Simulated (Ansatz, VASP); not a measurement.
## Two plane-wave programs on MgS

```
Mg S
1.0
     0.00000    2.74096    2.52838
     2.74096    0.00000    2.52838
     2.74096    2.74096    0.00000
Mg S
1 1
Cartesian
  0.0000 0.0000 0.0000
  2.7410 2.7410 2.5284
```

Change from the starting cell: epitaxial_xy strain +5.4%.

Alike in both runs: task single point; functional r2SCAN; k mesh 8 × 8 × 8; no spin polarisation.

```csv
,VASP,Ansatz
version,VASP 6.6.1,Ansatz 0.2.0
potentials or method,"VASP PAW PBE potentials, release 64 (Mg, S)","plane waves, PAW"
plane-wave cutoff (eV),520,500
occupations,"gaussian, width 0.01 eV",fixed
valence electrons in the cell,8,16
```

|  | VASP | Ansatz | Ansatz less VASP |
| --- | --- | --- | --- |
| gap on the k mesh at the Fermi level (eV) | 2.98 | 3.01 | +0.032 |
| pressure (GPa) | -4.7 | -4.3 | +0.40 |
| traceless stress, the component that is largest in VASP (GPa) | 4.17 | 4.28 | +0.107 |

VASP's potentials were made for PBE, not for r2SCAN. VASP's potentials hold 8 valence electrons a cell and Ansatz's 16, so a difference there can come from the potentials and not from the codes.
